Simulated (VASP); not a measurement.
# Tc (Fm-3m) in VASP: a series of runs

Runs on Tc. Level: PBEsol. Tasks: single point.

Program: VASP 6.6.1. These are calculated values, not measurements. Logs are shortened: lines on timing, memory, paths and dates and some standing lists are left out, and cuts for length are marked.

## (1) The cell of the first run

Symmetry: Fm-3m, No. 225, cubic system. Conventional cell: a = 3.874 Å, b = 3.874 Å, c = 3.874 Å, α = 90.00°, β = 90.00°, γ = 90.00°. Within 3.6 Å of Tc (site symmetry m-3m) lie 12 Tc at 2.74 Å.

This isn't the form of Tc at room conditions, which is hcp.

## (2) Single point, PBEsol (14.53 Å³/atom)

File INCAR:

```
SYSTEM = Tc
PREC     = Accurate       ! precision mode
ENCUT    = 520            ! plane-wave cutoff, eV
EDIFF    = 1E-7           ! SCF threshold, eV
ISMEAR   = -1             ! smearing method
SIGMA    = 0.03           ! smearing width, eV
LREAL    = .False.        ! projectors in reciprocal space
LASPH    = .True.         ! aspherical terms in the spheres
NELM     = 80             ! most SCF steps
ALGO     = Normal         ! electronic algorithm
ISIF     = 2              ! what is computed and relaxed
LWAVE    = .False.        ! write WAVECAR
LCHARG   = .False.        ! write CHGCAR
GGA      = PS             ! functional
NBANDS   = 12             ! bands
```

File KPOINTS:

```
Automatic mesh
0
Gamma
  18 18 18
  0 0 0
```

File POSCAR:

```
Tc
1.0
    0.0000000000      1.9369123573      1.9369123573
    1.9369123573      0.0000000000      1.9369123573
    1.9369123573      1.9369123573      0.0000000000
Tc
1
Direct
    0.0000000000      0.0000000000      0.0000000000
```

Potentials or basis: VASP PAW PBE potentials, release 64 (Tc_pv).

Launch:

```
$ cat potpaw_PBE.64/Tc_pv/POTCAR > POTCAR
$ mpirun -np 1 vasp_std > vasp.out
```

OUTCAR:

```text
SYSTEM = Tc
   PREC = Accurate
   ENCUT = 520
   EDIFF = 1E-7
   ISMEAR = -1
   LREAL = .False.
   LASPH = .True.
   NELM = 80
   ISIF = 2
   GGA = PS

 ion  position               nearest neighbor table
   1  0.000  0.000  0.000-

  LATTYP: Found a face centered cubic cell.
 ALAT       =     3.8738247146

  Lattice vectors:

 A1 = (   0.0000000000,   1.9369123573,   1.9369123573)
 A2 = (   1.9369123573,   0.0000000000,   1.9369123573)
 A3 = (   1.9369123573,   1.9369123573,   0.0000000000)

Analysis of symmetry for initial positions (statically):
=====================================================================
 Subroutine PRICEL returns:
 Original cell was already a primitive cell.

 Routine SETGRP: Setting up the symmetry group for a
 face centered cubic supercell.

 Subroutine GETGRP returns: Found 48 space group operations
 (whereof 48 operations were pure point group operations)
 out of a pool of 48 trial point group operations.

The static configuration has the point symmetry O_h .

Analysis of symmetry for dynamics (positions and initial velocities):
=====================================================================
 Subroutine PRICEL returns:
 Original cell was already a primitive cell.

 Routine SETGRP: Setting up the symmetry group for a
 face centered cubic supercell.

 Subroutine GETGRP returns: Found 48 space group operations
 (whereof 48 operations were pure point group operations)
 out of a pool of 48 trial point group operations.

The dynamic configuration has the point symmetry O_h .

 Subroutine INISYM returns: Found 48 space group operations
 (whereof 48 operations are pure point group operations),
 and found     1 'primitive' translations

----------------------------------------------------------------------------------------

                                     Primitive cell

  volume of cell :      14.5332

  direct lattice vectors                    reciprocal lattice vectors
     0.000000000  1.936912357  1.936912357    -0.258142811  0.258142811  0.258142811
     1.936912357  0.000000000  1.936912357     0.258142811 -0.258142811  0.258142811
     1.936912357  1.936912357  0.000000000     0.258142811  0.258142811 -0.258142811

  length of vectors
     2.739207725  2.739207725  2.739207725     0.447116464  0.447116464  0.447116464

  position of ions in fractional coordinates (direct lattice)
     0.000000000  0.000000000  0.000000000
[... 81 lines left out ...]
   NFREE  =      0    steps in history (QN), initial steepest desc. (CG)
   ISIF   =      2    stress and relaxation
   ISYM   =      2    0-nonsym 1-usesym 2-fastsym
   POTIM  = 0.5000    time-step for ionic-motion
   TEBEG  =    0.0;   TEEND  =   0.0 temperature during run
   PSTRESS=    0.0 pullay stress
   NELECT =      13.0000    total number of electrons
   NUPDOWN=      -1.0000    fix difference up-down
   EMIN   =  10.00;   EMAX   =-10.00  energy-range for DOS
   EFERMI =   0.00;   METHOD = LEGACY
   ISMEAR =    -1;   SIGMA  =   0.03  broadening in eV -4-tet -1-fermi 0-gaus
   EFERMI_NEDOS =   21; number of points for ismear=-14 and -15
   IALGO  =     38    algorithm
   IMIX   =      4    mixing-type and parameters
     AMIX     =   0.40;   BMIX     =  1.00
     AMIX_MAG =   1.60;   BMIX_MAG =  1.00
  volume/ion in A,a.u.               =      14.53        98.07
  Fermi-wavevector in a.u.,A,eV,Ry     =   1.577379  2.980814 33.852977  2.488124
  Thomas-Fermi vector in A             =   2.678070
   LORBIT       =      0    0 simple, 1 ext, 2 COOP (PROOUT), +10 PAW based schemes
   GGA     = PS    functional components
   LHFCALC =     F    Hartree Fock is set to
   AEXX    =    0.0000 exact exchange contribution
   IVDW    =     0    specifies the selected vdW correction
   LEPSILON=     F    determine dielectric tensor
   LRPA    =     F    only Hartree local field effects (RPA)
 non-spin polarized calculation
  energy-cutoff  :      520.00
  volume of cell :       14.53
 maximum number of plane-waves:       399
   NGX = 11   NGY = 11   NGZ = 11

 number of electron      12.9999999 magnetization

 Free energy of the ion-electron system (eV)
  ---------------------------------------------------
  ext. energy  EPLUGINS =         0.00000000
  ---------------------------------------------------
  free energy    TOTEN  =       -11.17763739 eV

  energy without entropy =      -11.17457208  energy(sigma->0) =      -11.17610473

 E-fermi :  12.4200     XC(G=0): -13.8545

 val. band max:       12.4051927974   @ k =   0.1667   0.1111   0.0000
 cond. band min:      12.4481839155   @ k =   0.3889   0.2222   0.0000
 fundamental gap:      0.0429911181
 Fermi energy:        12.4200090632

 k-point     1 :       0.0000    0.0000    0.0000
  band No.  band energies     occupation
      1     -25.8751      2.00000
      2     -25.8751      2.00000
      3     -25.8751      2.00000
      4       4.9367      2.00000
      5      10.6675      2.00000
      6      10.6675      2.00000
      7      10.6675      2.00000
      8      13.2465      0.00000
      9      13.2465      0.00000
     10      26.4461      0.00000
     11      31.9553      0.00000
     12      31.9553      0.00000
[... 331 lines left out ...]
 k-point    24 :      -0.2222    0.0556    0.0000
  band No.  band energies     occupation
      1     -26.4736      2.00000
      2     -25.9930      2.00000
      3     -25.9390      2.00000
      4       6.8575      2.00000
      5      10.0542      2.00000
      6      11.0761      2.00000
      7      11.1669      2.00000
      8      12.9339      0.00000
      9      13.7977      0.00000
     10      27.1518      0.00000
     11      29.4325      0.00000
     12      34.5496      0.00000

 [... further k-points ...]

------------------------ aborting loop because EDIFF is reached ----------------------------------------

  FORCE on cell =-STRESS in cart. coord.  units (eV):
  Direction    XX          YY          ZZ          XY          YZ          ZX
  --------------------------------------------------------------------------------------
  -------------------------------------------------------------------------------------
  Total       -0.9393667     -0.9393667     -0.9393667      0.0000000     -0.0000000      0.0000000
  in kB     -103.5585171   -103.5585171   -103.5585171      0.0000000     -0.0000000      0.0000000
  external PRESSURE =    -103.5585171 kB  Pullay stress =       0.0000000 kB

 VOLUME and BASIS-vectors are now :
 -----------------------------------------------------------------------------
  energy-cutoff  :      520.00
  volume of cell :       14.53
      direct lattice vectors                 reciprocal lattice vectors
     0.000000000  1.936912357  1.936912357    -0.258142811  0.258142811  0.258142811
     1.936912357  0.000000000  1.936912357     0.258142811 -0.258142811  0.258142811
     1.936912357  1.936912357  0.000000000     0.258142811  0.258142811 -0.258142811

 POSITION                                       TOTAL-FORCE (eV/Angst)
 -----------------------------------------------------------------------------------
      0.00000      0.00000      0.00000         0.000000     -0.000000      0.000000
 -----------------------------------------------------------------------------------
    total drift:                                0.000000     -0.000000      0.000000

  FREE ENERGIE OF THE ION-ELECTRON SYSTEM (eV)
  ---------------------------------------------------
  free  energy   TOTEN  =       -11.1776373895 eV

  energy  without entropy=      -11.1745720798  energy(sigma->0) =      -11.17610473
```

OSZICAR:

```text
N       E                     dE             d eps       ncg     rms          rms(c)
DAV:   1     0.116956492221E+03    0.11696E+03   -0.78020E+03  4720   0.103E+03
DAV:   2    -0.103153800913E+02   -0.12727E+03   -0.12387E+03  5124   0.312E+02
DAV:   3    -0.120458119947E+02   -0.17304E+01   -0.17275E+01  5184   0.417E+01
DAV:   4    -0.120528881029E+02   -0.70761E-02   -0.70758E-02  5128   0.295E+00
DAV:   5    -0.120529411450E+02   -0.53042E-04   -0.53043E-04  5276   0.244E-01    0.173E+01
DAV:   6    -0.112729075877E+02    0.78003E+00   -0.10624E+00  4808   0.136E+01    0.504E+00
DAV:   7    -0.111840452614E+02    0.88862E-01   -0.15668E-01  5184   0.499E+00    0.606E-01
DAV:   8    -0.111776653107E+02    0.63800E-02   -0.51257E-03  4760   0.890E-01    0.159E-01
DAV:   9    -0.111776327110E+02    0.32600E-04   -0.89841E-05  5584   0.122E-01    0.155E-02
DAV:  10    -0.111776373421E+02   -0.46311E-05   -0.40162E-06  4908   0.215E-02    0.406E-03
DAV:  11    -0.111776373895E+02   -0.47425E-07   -0.42733E-08  3960   0.247E-03
   1 F= -.11177637E+02 E0= -.11176105E+02  d E =-.306531E-02
```

stdout:

```text
POSCAR found type information on POSCAR Tc
 POSCAR found :  1 types and       1 ions
 scaLAPACK will be used
 -----------------------------------------------------------------------------
|                                                                             |
|                                                                             |
|     You enforced a specific xc type in the INCAR file but a different       |
|     I HOPE YOU KNOW WHAT YOU ARE DOING!                                     |
|                                                                             |
 -----------------------------------------------------------------------------

 LDA part: xc-table for (Slater+PW92), standard interpolation
 POSCAR, INCAR and KPOINTS ok, starting setup
 FFT: planning ... GRIDC
 FFT: planning ... GRID_SOFT
 FFT: planning ... GRID
 WAVECAR not read
 entering main loop
```

Wall time 21 s (1 thread of Intel Xeon 8259CL, shared host); peak memory 0.15 GiB.

What came out:

| Property | Result |
| --- | --- |
| Free energy | -11.1776 eV |
| Pressure | -10.4 GPa |
| Band gap on the k mesh | zero (an odd number of electrons rules out a gap without spin polarisation) |

Caveat: the cell stands under tension; the PAW data sets were made with another functional, which shifts forces and pressure a little.

## (3) Single point, PBEsol (14.98 Å³/atom)

This run uses another cell than the first one, of 14.98 Å³/atom.

File INCAR:

```
ALGO     = Normal         # electronic algorithm
EDIFF    = 1E-6           # SCF threshold, eV
ENCUT    = 520            # plane-wave cutoff, eV
GGA      = PS             # functional
ISIF     = 2              # what is computed and relaxed
ISMEAR   = -1             # smearing method
LASPH    = T              # aspherical terms in the spheres
LCHARG   = T              # write CHGCAR
LELF     = T              # ELF
LREAL    = F              # projectors in reciprocal space
LVHAR    = T            
LWAVE    = F              # write WAVECAR
NBANDS   = 12             # bands
NELM     = 60             # most SCF steps
PREC     = Accurate       # precision mode
SIGMA    = 0.03           # smearing width, eV
```

File KPOINTS:

```
k-points
0
Gamma
  18 18 18
```

File POSCAR:

```
Tc
1.0
    0.0000000000      1.9564784529      1.9564784529
    1.9564784529      0.0000000000      1.9564784529
    1.9564784529      1.9564784529      0.0000000000
Tc
1
Direct
    0.0000000000      0.0000000000      0.0000000000
```

Potentials or basis: VASP PAW PBE potentials, release 64 (Tc_pv).

Launch:

```
$ cat potpaw_PBE.64/Tc_pv/POTCAR > POTCAR
$ mpirun -np 1 vasp_std > vasp.out
```

Wall time 28 s (1 thread of Intel Xeon 8259CL, shared host); peak memory 0.17 GiB.

Results (log left out):

| Quantity | Value |
| --- | --- |
| Free energy | -11.1381 eV |
| Pressure | -18.2 GPa |
| Band gap on the k mesh | zero (an odd number of electrons rules out a gap without spin polarisation) |

Levels at points of the mesh, in eV from the Fermi level:
```csv
k point,band 3,band 4,band 5,band 6,band 7,band 8,band 9,band 10,band 11,band 12
"(0.00, 0.00, 0.00)",-38.34,-7.35,-1.68,-1.68,-1.68,0.79,0.79,14.03,19.38,19.38
"(0.50, 0.00, 0.00)",-38.48,-5.30,-1.83,-1.83,1.16,2.71,2.71,10.21,13.65,19.85
"(0.50, 0.50, 0.00)",-38.73,-5.61,-5.03,2.65,3.26,3.26,3.67,12.73,12.73,13.60
```

Caveat: the cell stands under tension; the PAW data sets were made with another functional, which shifts forces and pressure a little.

## (4) Single point, PBEsol (15.42 Å³/atom)

This run uses another cell than the first one, of 15.42 Å³/atom.

File INCAR:

```
PREC     = Accurate       # precision mode
ENCUT    = 520            # plane-wave cutoff, eV
EDIFF    = 1E-6           # SCF threshold, eV
ISMEAR   = -1             # smearing method
SIGMA    = 0.03           # smearing width, eV
LREAL    = F              # projectors in reciprocal space
LASPH    = T              # aspherical terms in the spheres
NELM     = 60             # most SCF steps
ALGO     = Normal         # electronic algorithm
ISIF     = 2              # what is computed and relaxed
LWAVE    = F              # write WAVECAR
LCHARG   = T              # write CHGCAR
GGA      = PS             # functional
LELF     = T              # ELF
LVHAR    = T            
NBANDS   = 12             # bands
```

File KPOINTS:

```
regular mesh
0
Gamma
  18 18 18
```

File POSCAR:

```
Tc
1.0
    0.0000000000      1.9756608374      1.9756608374
    1.9756608374      0.0000000000      1.9756608374
    1.9756608374      1.9756608374      0.0000000000
Tc
1
Direct
    0.0000000000      0.0000000000      0.0000000000
```

Launch:

```
$ cat potpaw_PBE.64/Tc_pv/POTCAR > POTCAR
$ mpirun -np 1 vasp_std > vasp.out
```

Wall time 28 s (1 thread of Intel Xeon 8259CL, shared host); peak memory 0.17 GiB.

Results (log left out):

| Item | Value |
| --- | --- |
| Free energy | -11.0785 eV |
| Pressure | -24.8 GPa |
| Band gap on the k mesh | zero (an odd number of electrons rules out a gap without spin polarisation) |

Levels at points of the mesh, in eV from the Fermi level:
| k point | band 4 | band 5 | band 6 | band 7 | band 8 | band 9 | band 10 | band 11 |
| --- | --- | --- | --- | --- | --- | --- | --- | --- |
| (0.00, 0.00, 0.00) | -7.21 | -1.60 | -1.60 | -1.60 | 0.75 | 0.75 | 14.03 | 19.23 |
| (0.50, 0.00, 0.00) | -5.12 | -1.75 | -1.75 | 1.10 | 2.59 | 2.59 | 9.82 | 13.63 |
| (0.50, 0.50, 0.00) | -5.39 | -4.82 | 2.53 | 3.11 | 3.11 | 3.54 | 12.51 | 12.51 |

Caveat: the cell stands under tension; the PAW data sets were made with another functional, which shifts forces and pressure a little.

## (5) Overview

| cell | gap on the mesh (eV) | pressure (GPa) |
| --- | --- | --- |
| a = 2.739 Å, angles 60.0°, 1 atom | none | -10.4 |
| a = 2.767 Å, angles 60.0°, 1 atom | none | -18.2 |
| a = 2.794 Å, angles 60.0°, 1 atom | none | -24.8 |

Alike in all rows: task single point; level PBEsol; potentials or basis VASP PAW PBE potentials, release 64 (Tc_pv); no spin polarisation; k mesh 18 × 18 × 18; cutoff (eV) 520; smearing fermi-dirac 0.03 eV.

Caveats: the cell stands under tension; the PAW data sets were made with another functional, which shifts forces and pressure a little.

Total energies depend on the potentials used, so only differences within one code and one set of settings carry meaning.

The gap in the log of VASP goes by the Fermi energy; the results here count the filled bands.